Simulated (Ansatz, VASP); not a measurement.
**KCl: VASP beside Ansatz**

```
K Cl
1.0
     0.01561    3.12908    3.12908
     3.12908    0.01561    3.12908
     3.12908    3.12908    0.01561
K Cl
1 1
Direct
  0.00000 0.00000 0.00000
  0.50000 0.50000 0.50000
```

Change from the starting cell: equal xy, yz and zx engineering shears of +0.5 %.

Alike in both runs: functional PBEsol; k mesh 8 × 8 × 8; no spin polarisation.

Ansatz relaxed the structure, and its values are those at the end. VASP's run is a single point on that final structure, the one shown.

```csv
,VASP,Ansatz
version,VASP 6.6.1,Ansatz 0.2.0
potentials or method,"VASP PAW PBE potentials, release 64 (K_sv, Cl), cutoff 520 eV","all-electron LAPW, scalar-relativistic"
occupations,"gaussian, width 0.01 eV",fixed
```

|  | VASP | Ansatz | Ansatz less VASP |
| --- | --- | --- | --- |
| gap on the k mesh at the Fermi level (eV) | 5.09 | 5.10 | +0.004 |
| pressure (GPa) | 0.1 | 0.0 | -0.05 |

VASP's potentials were made for PBE, not for PBEsol. Ansatz ran all-electron here, and VASP with PAW potentials.
